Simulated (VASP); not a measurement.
# Rh (Im-3m) in VASP: a series of runs

The runs below take Rh through single point, with r2SCAN.

Program: VASP 6.6.1. These are calculated values, not measurements. Logs are shortened: lines on timing, memory, paths and dates and some standing lists are left out, and cuts for length are marked.

**1. The cell of the first run**

The structure is cubic, space group Im-3m (No. 229). The conventional cell has a = 3.044 Å, b = 3.044 Å, c = 3.044 Å, α = 90.00°, β = 90.00°, γ = 90.00°. Rh (site symmetry m-3m) has 14 Rh at 2.64 to 3.04 Å within 3.5 Å.

**2. Single point, r2SCAN**

Input file POSCAR:

```
Rh
1.0
   -1.5220005239      1.5220005239      1.5220005239
    1.5220005239     -1.5220005239      1.5220005239
    1.5220005239      1.5220005239     -1.5220005239
Rh
1
Direct
    0.0000000000      0.0000000000      0.0000000000
```

Input file INCAR.step1:

```
ALGO = Normal
EDIFF = 1E-4
ENCUT = 520
GGA = PE
ISMEAR = 0
LASPH = True
LCHARG = False
LREAL = False
LWAVE = True
NBANDS = 14
NELM = 100
PREC = Accurate
SIGMA = 0.1
```

Input file INCAR.step2:

```
ALGO = Normal
EDIFF = 1E-6
ENCUT = 520
ISIF = 2
ISMEAR = 0
ISTART = 1
LASPH = True
LCHARG = False
LMIXTAU = True
LREAL = False
LWAVE = False
METAGGA = R2SCAN
NBANDS = 14
NELM = 100
PREC = Accurate
SIGMA = 0.1
```

Input file KPOINTS:

```
k-points
0
Gamma
  26 26 26
```

Potentials or basis: VASP PAW PBE potentials, release 64 (Rh_pv).

Command:

```
> cat potpaw_PBE.64/Rh_pv/POTCAR > POTCAR
> cp INCAR.step1 INCAR
> mpirun -np 1 vasp_std > vasp.out
> cp INCAR.step2 INCAR
> mpirun -np 1 vasp_std > vasp.out
```

OUTCAR:

```text
EDIFF = 1E-6
   ENCUT = 520
   ISIF = 2
   ISMEAR = 0
   ISTART = 1
   LASPH = True
   LREAL = False
   METAGGA = R2SCAN
   NELM = 100
   PREC = Accurate

 ion  position               nearest neighbor table
   1  0.000  0.000  0.000-

  LATTYP: Found a body centered cubic cell.
 ALAT       =     3.0440010478

  Lattice vectors:

 A1 = (  -1.5220005239,   1.5220005239,   1.5220005239)
 A2 = (   1.5220005239,  -1.5220005239,   1.5220005239)
 A3 = (   1.5220005239,   1.5220005239,  -1.5220005239)

Analysis of symmetry for initial positions (statically):
=====================================================================
 Subroutine PRICEL returns:
 Original cell was already a primitive cell.

 Routine SETGRP: Setting up the symmetry group for a
 body centered cubic supercell.

 Subroutine GETGRP returns: Found 48 space group operations
 (whereof 48 operations were pure point group operations)
 out of a pool of 48 trial point group operations.

The static configuration has the point symmetry O_h .

Analysis of symmetry for dynamics (positions and initial velocities):
=====================================================================
 Subroutine PRICEL returns:
 Original cell was already a primitive cell.

 Routine SETGRP: Setting up the symmetry group for a
 body centered cubic supercell.

 Subroutine GETGRP returns: Found 48 space group operations
 (whereof 48 operations were pure point group operations)
 out of a pool of 48 trial point group operations.

The dynamic configuration has the point symmetry O_h .

 Subroutine INISYM returns: Found 48 space group operations
 (whereof 48 operations are pure point group operations),
 and found     1 'primitive' translations

----------------------------------------------------------------------------------------

                                     Primitive cell

  volume of cell :      14.1028

  direct lattice vectors                    reciprocal lattice vectors
    -1.522000524  1.522000524  1.522000524     0.000000000  0.328514999  0.328514999
     1.522000524 -1.522000524  1.522000524     0.328514999  0.000000000  0.328514999
     1.522000524  1.522000524 -1.522000524     0.328514999  0.328514999  0.000000000

  length of vectors
     2.636182237  2.636182237  2.636182237     0.464590366  0.464590366  0.464590366

  position of ions in fractional coordinates (direct lattice)
     0.000000000  0.000000000  0.000000000

  ion indices of the primitive-cell ions
   primitive index   ion index
                 1           1

----------------------------------------------------------------------------------------

 KPOINTS: k-points

Automatic generation of k-mesh.
 Grid dimensions read from file:
 generate k-points for:   26   26   26

 Generating k-lattice:

  Cartesian coordinates                     Fractional coordinates (reciprocal lattice)
     0.000000000  0.012635192  0.012635192     0.038461538  0.000000000  0.000000000
     0.012635192  0.000000000  0.012635192     0.000000000  0.038461538  0.000000000
     0.012635192  0.012635192  0.000000000     0.000000000  0.000000000  0.038461538

  Length of vectors
     0.017868860  0.017868860  0.017868860

  Shift w.r.t. Gamma in fractional coordinates (k-lattice)
     0.000000000  0.000000000  0.000000000

 Subroutine IBZKPT returns following result:
 ===========================================

 Found    511 irreducible k-points:

 Following reciprocal coordinates:
            Coordinates               Weight
  0.000000  0.000000  0.000000      1.000000
  0.038462  0.000000  0.000000     12.000000
  0.076923  0.000000  0.000000     12.000000
  0.115385  0.000000  0.000000     12.000000
  0.153846  0.000000  0.000000     12.000000
  0.192308  0.000000  0.000000     12.000000
[... 16 lines left out ...]
  0.346154  0.038462  0.000000     48.000000
  0.384615  0.038462  0.000000     48.000000
 [... further k-points ...]
   k-points           NKPTS =    511   k-points in BZ     NKDIM =    511   number of bands    NBANDS=     14
   number of dos      NEDOS =    301   number of ions     NIONS =      1
   total plane-waves  NPLWV =   8000
   dimension x,y,z NGX =    20 NGY =   20 NGZ =   20
   dimension x,y,z NGXF=    40 NGYF=   40 NGZF=   40
   ions per type =               1
   NGX,Y,Z   is equivalent  to a cutoff of  12.61, 12.61, 12.61 a.u.
   NGXF,Y,Z  is equivalent  to a cutoff of  25.23, 25.23, 25.23 a.u.
 SYSTEM =  unknown system
   PREC   = accura    normal or accurate (medium, high low for compatibility)
   ISTART =      1    job   : 0-new  1-cont  2-samecut
   ICHARG =      0    charge: 1-file 2-atom 10-const
   ISPIN  =      1    spin polarized calculation?
   LNONCOLLINEAR =      F non collinear calculations
   LSORBIT =      F    spin-orbit coupling
   LASPH  =      T    aspherical Exc in radial PAW
   ENCUT  =  520.0 eV  38.22 Ry    6.18 a.u.   4.90  4.90  4.90*2*pi/ulx,y,z
   NELM   =    100;   NELMIN=  2; NELMDL=  0     # of ELM steps
   EDIFF  = 0.1E-05   stopping-criterion for ELM
   LREAL  =      F    real-space projection
   EDIFFG = 0.1E-04   stopping-criterion for IOM
   NSW    =      0    number of steps for IOM
   IBRION =     -1    ionic relax: 0-MD 1-quasi-New 2-CG
   NFREE  =      0    steps in history (QN), initial steepest desc. (CG)
   ISIF   =      2    stress and relaxation
   ISYM   =      2    0-nonsym 1-usesym 2-fastsym
   POTIM  = 0.5000    time-step for ionic-motion
   TEBEG  =    0.0;   TEEND  =   0.0 temperature during run
   PSTRESS=    0.0 pullay stress
   NELECT =      15.0000    total number of electrons
   NUPDOWN=      -1.0000    fix difference up-down
   EMIN   =  10.00;   EMAX   =-10.00  energy-range for DOS
   EFERMI =   0.00;   METHOD = LEGACY
   ISMEAR =     0;   SIGMA  =   0.10  broadening in eV -4-tet -1-fermi 0-gaus
   EFERMI_NEDOS =   21; number of points for ismear=-14 and -15
   IALGO  =     38    algorithm
   IMIX   =      4    mixing-type and parameters
     AMIX     =   0.40;   BMIX     =  1.00
     AMIX_MAG =   1.60;   BMIX_MAG =  1.00
  volume/ion in A,a.u.               =      14.10        95.17
  Fermi-wavevector in a.u.,A,eV,Ry     =   1.671105  3.157931 37.995528  2.792593
  Thomas-Fermi vector in A             =   2.756486
   LORBIT       =      0    0 simple, 1 ext, 2 COOP (PROOUT), +10 PAW based schemes
   METAGGA = R2SCAN    functional components
   LHFCALC =     F    Hartree Fock is set to
   AEXX    =    0.0000 exact exchange contribution
   IVDW    =     0    specifies the selected vdW correction
   LEPSILON=     F    determine dielectric tensor
   LRPA    =     F    only Hartree local field effects (RPA)
 non-spin polarized calculation
 Gauss-broadening in eV      SIGMA  =   0.10
  energy-cutoff  :      520.00
  volume of cell :       14.10
 maximum number of plane-waves:       394
   NGX =  9   NGY =  9   NGZ =  9

 number of electron      14.9999997 magnetization

 Free energy of the ion-electron system (eV)
  ---------------------------------------------------
  ext. energy  EPLUGINS =         0.00000000
  ---------------------------------------------------
  free energy    TOTEN  =       -23.77415376 eV

  energy without entropy =      -23.76281085  energy(sigma->0) =      -23.76848230

 E-fermi :  11.0778     XC(G=0): -14.9732

 val. band max:       11.0768130312   @ k =  -0.2308   0.3846   0.0385
 cond. band min:      11.0778373482   @ k =  -0.3846  -0.4615   0.2308
 fundamental gap:      0.0010243170
 Fermi energy:        11.0778149498

 k-point     1 :       0.0000    0.0000    0.0000
  band No.  band energies     occupation
      1     -36.2928      2.00000
      2     -36.2928      2.00000
      3     -36.2928      2.00000
      4       3.3208      2.00000
      5       8.1606      2.00000
      6       8.1606      2.00000
      7       8.1606      2.00000
      8      10.6037      2.00000
      9      10.6037      2.00000
     10      29.0588      0.00000
     11      30.4696      0.00000
     12      30.4696      0.00000
     13      30.4696      0.00000
     14      40.7533      0.00000

 k-point     2 :       0.0385    0.0000    0.0000
  band No.  band energies     occupation
      1     -36.3039      2.00000
      2     -36.2965      2.00000
      3     -36.2929      2.00000
      4       3.3857      2.00000
      5       8.1346      2.00000
      6       8.1607      2.00000
      7       8.2117      2.00000
      8      10.5703      2.00000
      9      10.6055      2.00000
     10      29.0589      0.00000
     11      30.4966      0.00000
     12      30.4970      0.00000
     13      30.5609      0.00000
     14      40.0995      0.00000

 k-point     3 :       0.0769    0.0000    0.0000
  band No.  band energies     occupation
      1     -36.3365      2.00000
      2     -36.3072      2.00000
      3     -36.2929      2.00000
      4       3.5767      2.00000
      5       8.0587      2.00000
      6       8.1589      2.00000
      7       8.3637      2.00000
      8      10.4805      2.00000
      9      10.6114      2.00000
     10      29.0589      0.00000
     11      30.5466      0.00000
     12      30.5576      0.00000
     13      30.8308      0.00000
     14      38.9735      0.00000
[... 324 lines left out ...]
 k-point    23 :       0.3462    0.0385    0.0000
  band No.  band energies     occupation
      1     -36.9061      2.00000
      2     -36.5006      2.00000
      3     -36.2977      2.00000
      4       5.4365      2.00000
      5       6.8536      2.00000
      6       9.9849      2.00000
      7      10.5461      2.00000
      8      10.9763      1.84883
      9      11.9573      0.00000
     10      23.9111      0.00000
     11      27.4135      0.00000
     12      29.0597      0.00000
     13      32.1482      0.00000
     14      36.3168      0.00000

 k-point    24 :       0.3846    0.0385    0.0000
  band No.  band energies     occupation
      1     -36.9621      2.00000
      2     -36.5207      2.00000
      3     -36.2978      2.00000
      4       5.3392      2.00000
      5       6.7433      2.00000
      6      10.3424      2.00000
      7      10.7518      2.00000
      8      11.3251      0.00047
      9      12.5104      0.00000
     10      22.6051      0.00000
     11      26.9507      0.00000
     12      29.0595      0.00000
     13      31.2632      0.00000
     14      36.9920      0.00000

 [... further k-points ...]
[... 5 lines left out ...]
  --------------------------------------------------------------------------------------
  -------------------------------------------------------------------------------------
  Total        0.1001247      0.1001247      0.1001247      0.0000000      0.0000000      0.0000000
  in kB       11.3748970     11.3748970     11.3748970      0.0000000      0.0000000      0.0000000
  external PRESSURE =      11.3748970 kB  Pullay stress =       0.0000000 kB

 VOLUME and BASIS-vectors are now :
 -----------------------------------------------------------------------------
  energy-cutoff  :      520.00
  volume of cell :       14.10
      direct lattice vectors                 reciprocal lattice vectors
    -1.522000524  1.522000524  1.522000524     0.000000000  0.328514999  0.328514999
     1.522000524 -1.522000524  1.522000524     0.328514999  0.000000000  0.328514999
     1.522000524  1.522000524 -1.522000524     0.328514999  0.328514999  0.000000000

 POSITION                                       TOTAL-FORCE (eV/Angst)
 -----------------------------------------------------------------------------------
      0.00000      0.00000      0.00000        -0.000000      0.000000     -0.000000
 -----------------------------------------------------------------------------------
    total drift:                                0.000000     -0.000000      0.000000

  FREE ENERGIE OF THE ION-ELECTRON SYSTEM (eV)
  ---------------------------------------------------
  free  energy   TOTEN  =       -23.7741537589 eV

  energy  without entropy=      -23.7628108454  energy(sigma->0) =      -23.76848230
```

It took 2.3 min on 1 thread of Intel Xeon 6975P-C (Granite Rapids), shared host; peak memory 0.2 GiB.

Results:

- Free energy: -23.7742 eV
- Pressure: 1.1 GPa

Caveat: the PAW data sets were made with another functional, which shifts forces and pressure a little.

**3. Single point, r2SCAN**

POSCAR is that of step 2.

Input file INCAR.step1:

```
ALGO = Normal
EDIFF = 1E-5
ENCUT = 580
GGA = PE
GGA_COMPAT = False
ISMEAR = 0
LASPH = True
LCHARG = False
LREAL = False
LWAVE = True
NBANDS = 14
NELM = 120
PREC = Accurate
SIGMA = 0.1
```

Changes to INCAR.step2 since step 2:

```diff
@@ -2,3 +2,4 @@
 EDIFF = 1E-6
-ENCUT = 520
+ENCUT = 580
+GGA_COMPAT = False
 ISIF = 2
@@ -13,3 +14,3 @@
 NBANDS = 14
-NELM = 100
+NELM = 120
 PREC = Accurate
```

KPOINTS is that of step 2.

Potentials or basis: VASP PAW PBE potentials, release 64 (Rh_sv_GW).

Command:

```
> cat potpaw_PBE.64/Rh_sv_GW/POTCAR > POTCAR
> cp INCAR.step1 INCAR
> mpirun -np 1 vasp_std > vasp.out
> cp INCAR.step2 INCAR
> mpirun -np 1 vasp_std > vasp.out
```

Run time: 3.9 min. Hardware: 1 thread of AMD EPYC 9R45 (Zen 5), shared host; peak memory 0.25 GiB.

Results (log left out):

- Free energy: -22.9172 eV
- Pressure: -1.2 GPa

Levels at points of the mesh, in eV from the Fermi level:
```csv
k point,band 6,band 7,band 8,band 9,band 10,band 11
"(0.00, 0.00, 0.00)",-2.91,-2.91,-2.91,-0.47,-0.47,19.12
"(0.50, 0.00, 0.00)",-4.45,-0.51,-0.11,1.57,1.69,9.79
"(0.50, 0.50, 0.50)",-5.94,1.17,1.17,1.17,10.03,10.03
```

Caveat: the PAW data sets were made with another functional, which shifts forces and pressure a little.
